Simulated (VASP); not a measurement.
# CdSb2C (I-42d) in VASP: notebook

The runs below take CdSb2C through single point, with PBE.

Everything below comes from runs of VASP 6.6.1. Logs are shortened: lines on timing, memory, paths and dates and some standing lists are left out, and cuts for length are marked.

## 1. The cell of the first run

Symmetry: I-42d, No. 122, tetragonal system. Conventional cell: a = 6.019 Å, b = 6.019 Å, c = 10.087 Å, α = 90.00°, β = 90.00°, γ = 90.00°. Cd (site symmetry -4) has 4 Sb at 2.78 Å within 3.7 Å. Sb (site symmetry 2) has 2 C at 2.22 Å and 2 Cd at 2.78 Å within 2.9 Å. Within 2.9 Å of C (site symmetry -4) lie 4 Sb at 2.22 Å.

## 2. Single point, PBE (22.84 Å³/atom)

INCAR reads:

```
PREC = Accurate
ENCUT = 520
EDIFF = 1E-6
ISMEAR = -1
SIGMA = 0.02
LREAL = F
LASPH = T
NELM = 80
ALGO = Normal
ISIF = 2
LWAVE = F
LCHARG = F
GGA = PE
NBANDS = 36
```

KPOINTS reads:

```
Automatic mesh
0
Gamma
  6 6 6
```

POSCAR reads:

```
CdSb2C
1.0
   -3.0094901280      3.0094901280      5.0432806105
    3.0094901280     -3.0094901280      5.0432806105
    3.0094901280      3.0094901280     -5.0432806105
Cd Sb C
2 4 2
Direct
    0.0000000000      0.0000000000      0.0000000000
    0.7500000000      0.2500000000      0.5000000000
    0.3750000000      0.4524834671      0.5774834671
    0.2024834671      0.6250000000      0.0774834671
    0.8750000000      0.7975165329      0.4225165329
    0.5475165329      0.1250000000     -0.0774834671
    0.5000000000      0.5000000000      0.0000000000
    0.2500000000      0.7500000000      0.5000000000
```

Potentials or basis: VASP PAW PBE potentials, release 64 (Cd, Sb, C).

Started as:

```
$ cat potpaw_PBE.64/Cd/POTCAR potpaw_PBE.64/Sb/POTCAR potpaw_PBE.64/C/POTCAR > POTCAR
$ mpirun -np 1 vasp_std > vasp.out
```

OUTCAR:

```text
PREC = Accurate
   ENCUT = 520
   EDIFF = 1E-6
   ISMEAR = -1
   LREAL = F
   LASPH = T
   NELM = 80
   ISIF = 2
   GGA = PE

 ion  position               nearest neighbor table
   1  0.000  0.000  0.000-   6 2.78   4 2.78   3 2.78   5 2.78
   2  0.750  0.250  0.500-   5 2.78   3 2.78   4 2.78   6 2.78
   3  0.375  0.452  0.577-   7 2.22   8 2.22   2 2.78   1 2.78   6 3.61   4 3.61   4 3.61   6 3.61
                             5 3.66   5 3.66
   4  0.202  0.625  0.077-   7 2.22   8 2.22   1 2.78   2 2.78   5 3.61   3 3.61   3 3.61   5 3.61
                             6 3.66   6 3.66
   5  0.875  0.798  0.423-   7 2.22   8 2.22   2 2.78   1 2.78   4 3.61   6 3.61   6 3.61   4 3.61
                             3 3.66   3 3.66
   6  0.548  0.125  0.923-   7 2.22   8 2.22   1 2.78   2 2.78   3 3.61   5 3.61   3 3.61   5 3.61
                             4 3.66   4 3.66
   7  0.500  0.500  0.000-   3 2.22   4 2.22   5 2.22   6 2.22
   8  0.250  0.750  0.500-   3 2.22   4 2.22   5 2.22   6 2.22

  LATTYP: Found a body centered tetragonal cell.
 ALAT       =     6.0189802560
 C/A-ratio  =     1.6757923755

  Lattice vectors:

 A1 = (  -3.0094901280,   3.0094901280,   5.0432806105)
 A2 = (   3.0094901280,  -3.0094901280,   5.0432806105)
 A3 = (   3.0094901280,   3.0094901280,  -5.0432806105)

Analysis of symmetry for initial positions (statically):
=====================================================================
 Subroutine PRICEL returns:
 Original cell was already a primitive cell.

 Routine SETGRP: Setting up the symmetry group for a
 body centered tetragonal supercell.

 Subroutine GETGRP returns: Found  8 space group operations
 (whereof  4 operations were pure point group operations)
 out of a pool of 16 trial point group operations.

The static configuration has the point symmetry S_4 .
 The point group associated with its full space group is D_2d.

Analysis of symmetry for dynamics (positions and initial velocities):
=====================================================================
 Subroutine PRICEL returns:
 Original cell was already a primitive cell.

 Routine SETGRP: Setting up the symmetry group for a
 body centered tetragonal supercell.

 Subroutine GETGRP returns: Found  8 space group operations
 (whereof  4 operations were pure point group operations)
 out of a pool of 16 trial point group operations.

The dynamic configuration has the point symmetry S_4 .
[... 117 lines left out ...]
   NFREE  =      0    steps in history (QN), initial steepest desc. (CG)
   ISIF   =      2    stress and relaxation
   ISYM   =      2    0-nonsym 1-usesym 2-fastsym
   POTIM  = 0.5000    time-step for ionic-motion
   TEBEG  =    0.0;   TEEND  =   0.0 temperature during run
   PSTRESS=    0.0 pullay stress
   NELECT =      52.0000    total number of electrons
   NUPDOWN=      -1.0000    fix difference up-down
   EMIN   =  10.00;   EMAX   =-10.00  energy-range for DOS
   EFERMI =   0.00;   METHOD = LEGACY
   ISMEAR =    -1;   SIGMA  =   0.02  broadening in eV -4-tet -1-fermi 0-gaus
   EFERMI_NEDOS =   21; number of points for ismear=-14 and -15
   IALGO  =     38    algorithm
   IMIX   =      4    mixing-type and parameters
     AMIX     =   0.40;   BMIX     =  1.00
     AMIX_MAG =   1.60;   BMIX_MAG =  1.00
  volume/ion in A,a.u.               =      22.84       154.12
  Fermi-wavevector in a.u.,A,eV,Ry     =   1.076853  2.034956 15.777475  1.159612
  Thomas-Fermi vector in A             =   2.212748
   LORBIT       =      0    0 simple, 1 ext, 2 COOP (PROOUT), +10 PAW based schemes
   GGA     = PE    functional components
   LHFCALC =     F    Hartree Fock is set to
   AEXX    =    0.0000 exact exchange contribution
   IVDW    =     0    specifies the selected vdW correction
   LEPSILON=     F    determine dielectric tensor
   LRPA    =     F    only Hartree local field effects (RPA)
 non-spin polarized calculation
  energy-cutoff  :      520.00
  volume of cell :      182.71
 maximum number of plane-waves:      4962
 NGX is ok and might be reduce to    50
   NGX = 25   NGY = 25   NGZ = 25

 number of electron      51.9999994 magnetization

 Free energy of the ion-electron system (eV)
  ---------------------------------------------------
  ext. energy  EPLUGINS =         0.00000000
  ---------------------------------------------------
  free energy    TOTEN  =       -30.75974084 eV

  energy without entropy =      -30.75959399  energy(sigma->0) =      -30.75966741

 E-fermi :   5.8731     XC(G=0):  -9.8816

 val. band max:        5.8249277916   @ k =   0.0000   0.0000   0.0000
 cond. band min:       5.9158068334   @ k =   0.0000   0.0000   0.0000
 fundamental gap:      0.0908790418
 Fermi energy:         5.8730932260

 k-point     1 :       0.0000    0.0000    0.0000
  band No.  band energies     occupation
      1      -8.2003      2.00000
      2      -5.8206      2.00000
      3      -4.1987      2.00000
      4      -4.1987      2.00000
      5      -4.1775      2.00000
      6      -3.1097      2.00000
[... 925 lines left out ...]
     35      10.3119      0.00000
     36      10.6711      0.00000

 [... further k-points ...]

------------------------ aborting loop because EDIFF is reached ----------------------------------------

  FORCE on cell =-STRESS in cart. coord.  units (eV):
  Direction    XX          YY          ZZ          XY          YZ          ZX
  --------------------------------------------------------------------------------------
  -------------------------------------------------------------------------------------
  Total        5.4930705      5.4930705      4.6915867      0.0000000      0.0000000      0.0000000
  in kB       48.1689065     48.1689065     41.1406699      0.0000000      0.0000000      0.0000000
  external PRESSURE =      45.8261610 kB  Pullay stress =       0.0000000 kB

 VOLUME and BASIS-vectors are now :
 -----------------------------------------------------------------------------
  energy-cutoff  :      520.00
  volume of cell :      182.71
      direct lattice vectors                 reciprocal lattice vectors
    -3.009490128  3.009490128  5.043280611     0.000000000  0.166141100  0.099141816
     3.009490128 -3.009490128  5.043280611     0.166141100  0.000000000  0.099141816
     3.009490128  3.009490128 -5.043280611     0.166141100  0.166141100  0.000000000

 POSITION                                       TOTAL-FORCE (eV/Angst)
 -----------------------------------------------------------------------------------
      0.00000      0.00000      0.00000         0.000000     -0.000000      0.000000
     -0.00000      3.00949      2.52164         0.000000     -0.000000      0.000000
      1.97112      1.50475      1.26082        -0.126337     -0.000000     -0.000000
      1.50475     -1.03837      3.78246         0.000000     -0.126337     -0.000000
      1.03837      1.50475      6.30410         0.126337     -0.000000      0.000000
      1.50475      4.04786     -1.26082         0.000000      0.126337      0.000000
      0.00000      0.00000      5.04328         0.000000     -0.000000      0.000000
      3.00949     -0.00000      2.52164         0.000000     -0.000000     -0.000000
 -----------------------------------------------------------------------------------
    total drift:                               -0.000003     -0.000003     -0.000003

  FREE ENERGIE OF THE ION-ELECTRON SYSTEM (eV)
  ---------------------------------------------------
  free  energy   TOTEN  =       -30.7597408359 eV

  energy  without entropy=      -30.7595939904  energy(sigma->0) =      -30.75966741
```

OSZICAR:

```text
N       E                     dE             d eps       ncg     rms          rms(c)
DAV:   1     0.335876785022E+03    0.33588E+03   -0.21969E+04  2160   0.126E+03
DAV:   2    -0.680174126970E+01   -0.34268E+03   -0.33145E+03  2400   0.287E+02
DAV:   3    -0.334966727853E+02   -0.26695E+02   -0.26127E+02  2644   0.802E+01
DAV:   4    -0.342426600804E+02   -0.74599E+00   -0.74126E+00  2476   0.120E+01
DAV:   5    -0.342544411246E+02   -0.11781E-01   -0.11776E-01  2640   0.171E+00    0.124E+01
DAV:   6    -0.306707224909E+02    0.35837E+01   -0.13372E+01  3112   0.251E+01    0.853E+00
DAV:   7    -0.308241365459E+02   -0.15341E+00   -0.39377E+00  2248   0.902E+00    0.467E+00
DAV:   8    -0.308044214701E+02    0.19715E-01   -0.94826E-01  2552   0.386E+00    0.154E+00
DAV:   9    -0.307564385436E+02    0.47983E-01   -0.20256E-01  2672   0.234E+00    0.436E-01
DAV:  10    -0.307595235766E+02   -0.30850E-02   -0.51328E-02  2340   0.888E-01    0.147E-01
DAV:  11    -0.307597095965E+02   -0.18602E-03   -0.10143E-03  2612   0.182E-01    0.658E-02
DAV:  12    -0.307597355420E+02   -0.25945E-04   -0.10536E-04  2500   0.519E-02    0.390E-02
DAV:  13    -0.307597522675E+02   -0.16725E-04   -0.10118E-04  2792   0.475E-02    0.248E-02
DAV:  14    -0.307597409843E+02    0.11283E-04   -0.30541E-05  2868   0.277E-02    0.102E-02
DAV:  15    -0.307597412461E+02   -0.26185E-06   -0.10556E-05  2448   0.119E-02    0.218E-03
DAV:  16    -0.307597408359E+02    0.41021E-06   -0.40523E-07  1304   0.366E-03
   1 F= -.30759741E+02 E0= -.30759667E+02  d E =-.146845E-03
```

It took 8.5 min on 1 thread of Intel Xeon 8259CL, shared host; peak memory 0.46 GiB.

Results:

| Quantity | Value |
| --- | --- |
| Free energy | -30.7597 eV |
| Pressure | 4.6 GPa |
| Largest force | 0.126 eV/Å |
| Band gap on the k mesh | 0.09 eV |

Forces in eV/Å, atoms in the order of the input:
```
Cd   0.000  0.000  0.000
Cd   0.000  0.000  0.000
Sb  -0.126  0.000  0.000
Sb   0.000 -0.126  0.000
Sb   0.126  0.000  0.000
Sb   0.000  0.126  0.000
C    0.000  0.000  0.000
C    0.000  0.000  0.000
```

Stress tensor (GPa, compression positive):
```
4.82 0.00 0.00
0.00 4.82 0.00
0.00 0.00 4.11
```

Levels at points of the mesh, in eV from the valence-band top:
| k point | band 22 | band 23 | band 24 | band 25 | band 26 | band 27 | band 28 | band 29 | band 30 | band 31 |
| --- | --- | --- | --- | --- | --- | --- | --- | --- | --- | --- |
| (0.00, 0.00, 0.00) | -2.45 | -2.45 | -0.47 | -0.47 | 0.00 | 0.09 | 0.34 | 0.38 | 2.55 | 2.55 |
| (0.50, 0.00, 0.00) | -3.24 | -2.30 | -1.86 | -0.79 | -0.42 | 1.39 | 1.51 | 2.13 | 2.37 | 3.14 |
| (0.50, 0.50, 0.00) | -2.52 | -1.47 | -1.47 | -0.67 | -0.67 | 0.59 | 0.59 | 1.99 | 1.99 | 3.06 |
| (0.50, 0.50, 0.50) | -2.56 | -2.35 | -2.35 | -0.48 | -0.48 | 0.57 | 0.57 | 1.87 | 1.87 | 2.35 |

Caveat: the cell stands under pressure; spin-orbit coupling is left out, which moves the levels of the heavy elements. A k mesh can miss the band edges.

## 3. Single point, PBE (23.57 Å³/atom)

This run uses another cell than the first one, of 23.57 Å³/atom.

INCAR reads:

```
ALGO     = Normal         # electronic algorithm
EDIFF    = 1E-6           # SCF threshold, eV
ENCUT    = 520            # plane-wave cutoff, eV
GGA      = PE             # functional
ISIF     = 2              # what is computed and relaxed
ISMEAR   = -1             # smearing method
LASPH    = T              # aspherical terms in the spheres
LCHARG   = F              # write CHGCAR
LREAL    = F              # projectors in reciprocal space
LWAVE    = F              # write WAVECAR
NBANDS   = 36             # bands
NELM     = 60             # most SCF steps
PREC     = Accurate       # precision mode
SIGMA    = 0.02           # smearing width, eV
```

KPOINTS reads:

```
k-points
0
Gamma
  6 6 6
```

Changes to POSCAR since step 2:

```diff
@@ -2,5 +2,5 @@
 1.0
-   -3.0094901280      3.0094901280      5.0432806105
-    3.0094901280     -3.0094901280      5.0432806105
-    3.0094901280      3.0094901280     -5.0432806105
+   -3.0411712996      3.0411712996      5.0963716763
+    3.0411712996     -3.0411712996      5.0963716763
+    3.0411712996      3.0411712996     -5.0963716763
 Cd Sb C
```

Potentials or basis: VASP PAW PBE potentials, release 64 (Cd, Sb, C).

Started as:

```
$ cat potpaw_PBE.64/Cd/POTCAR potpaw_PBE.64/Sb/POTCAR potpaw_PBE.64/C/POTCAR > POTCAR
$ mpirun -np 1 vasp_std > vasp.out
```

Run time: 7.5 min. Hardware: 1 thread of Intel Xeon 8259CL, shared host; peak memory 0.46 GiB.

The run converged. Its results:

| Quantity | Value |
| --- | --- |
| Free energy | -30.8818 eV |
| Pressure | 2.2 GPa |
| Largest force | 0.072 eV/Å |
| Band gap on the k mesh | 0.17 eV (least direct gap 0.28 eV) |

Forces in eV/Å, atoms in the order of the input:
```
Cd   0.000  0.000  0.000
Cd   0.000  0.000  0.000
Sb  -0.072  0.000  0.000
Sb   0.000 -0.072  0.000
Sb   0.072  0.000  0.000
Sb   0.000  0.072  0.000
C    0.000  0.000  0.000
C    0.000  0.000  0.000
```

Stress tensor (GPa, compression positive):
```
2.29 0.00 0.00
0.00 2.29 0.00
0.00 0.00 1.94
```

Levels at points of the mesh, in eV from the valence-band top:
| k point | band 22 | band 23 | band 24 | band 25 | band 26 | band 27 | band 28 | band 29 | band 30 | band 31 |
| --- | --- | --- | --- | --- | --- | --- | --- | --- | --- | --- |
| (0.00, 0.00, 0.00) | -2.29 | -2.29 | -0.38 | -0.38 | -0.11 | 0.17 | 0.42 | 0.50 | 2.54 | 2.54 |
| (0.50, 0.00, 0.00) | -3.09 | -2.19 | -1.72 | -0.72 | -0.32 | 1.42 | 1.51 | 2.17 | 2.38 | 3.16 |
| (0.50, 0.50, 0.00) | -2.39 | -1.35 | -1.35 | -0.58 | -0.58 | 0.58 | 0.58 | 1.99 | 1.99 | 3.11 |
| (0.50, 0.50, 0.50) | -2.42 | -2.28 | -2.28 | -0.40 | -0.40 | 0.66 | 0.66 | 1.91 | 1.91 | 2.37 |

Caveat: spin-orbit coupling is left out, which moves the levels of the heavy elements. A k mesh can miss the band edges.

## 4. Single point, PBE

This run uses another cell than the first one, of 23.74 Å³/atom.

INCAR reads:

```
SYSTEM = CdSb2C
  PREC = Accurate
  ENCUT = 520
  EDIFF = 1E-6
  ISMEAR = -1
  SIGMA = 0.02
  LREAL = .FALSE.
  LASPH = .TRUE.
  NELM = 60
  ALGO = Normal
  ISIF = 2
  LWAVE = .FALSE.
  LCHARG = .FALSE.
  GGA = PE
  NBANDS = 36
```

KPOINTS reads:

```
Automatic mesh
0
G
  6 6 6
  0 0 0
```

POSCAR reads:

```
CdSb2C
1.0
   -3.0444077254      3.0444077254      5.1222655855
    3.0444077254     -3.0444077254      5.1222655855
    3.0444077254      3.0444077254     -5.1222655855
Cd Sb C
2 4 2
Direct
    0.0000000000      0.0000000000      0.0000000000
    0.7500000000      0.2500000000      0.5000000000
    0.3750000000      0.4513221423      0.5763221423
    0.2013221423      0.6250000000      0.0763221423
    0.8750000000      0.7986778577      0.4236778577
    0.5486778577      0.1250000000     -0.0763221423
    0.5000000000      0.5000000000      0.0000000000
    0.2500000000      0.7500000000      0.5000000000
```

Started as:

```
$ cat potpaw_PBE.64/Cd/POTCAR potpaw_PBE.64/Sb/POTCAR potpaw_PBE.64/C/POTCAR > POTCAR
$ mpirun -np 1 vasp_std > vasp.out
```

Run time: 8 min. Hardware: 1 thread of Intel Xeon 8259CL, shared host; peak memory 0.45 GiB.

It converged, with:

* Free energy: -30.8979 eV
* Pressure: 1.7 GPa
* Largest force: 0.010 eV/Å
* Band gap on the k mesh: 0.18 eV (least direct gap 0.32 eV)

Forces on the atoms (eV/Å):
```
Cd   0.000  0.000  0.000
Cd   0.000  0.000  0.000
Sb   0.010  0.000  0.000
Sb   0.000  0.010  0.000
Sb  -0.010  0.000  0.000
Sb   0.000 -0.010  0.000
C    0.000  0.000  0.000
C    0.000  0.000  0.000
```

Stress tensor (GPa, compression positive):
```
1.76 0.00 0.00
0.00 1.76 0.00
0.00 0.00 1.45
```

Levels at points of the mesh, in eV from the valence-band top:
```csv
k point,band 24,band 25,band 26,band 27,band 28,band 29
"(0.00, 0.00, 0.00)",-0.37,-0.37,-0.14,0.18,0.46,0.52
"(0.50, 0.00, 0.00)",-1.70,-0.74,-0.31,1.42,1.48,2.16
"(0.50, 0.50, 0.00)",-1.34,-0.57,-0.57,0.57,0.57,1.99
"(0.50, 0.50, 0.50)",-2.27,-0.41,-0.41,0.67,0.67,1.90
```

Caveat: spin-orbit coupling is left out, which moves the levels of the heavy elements.

(Part 1 of 2 ends here.)
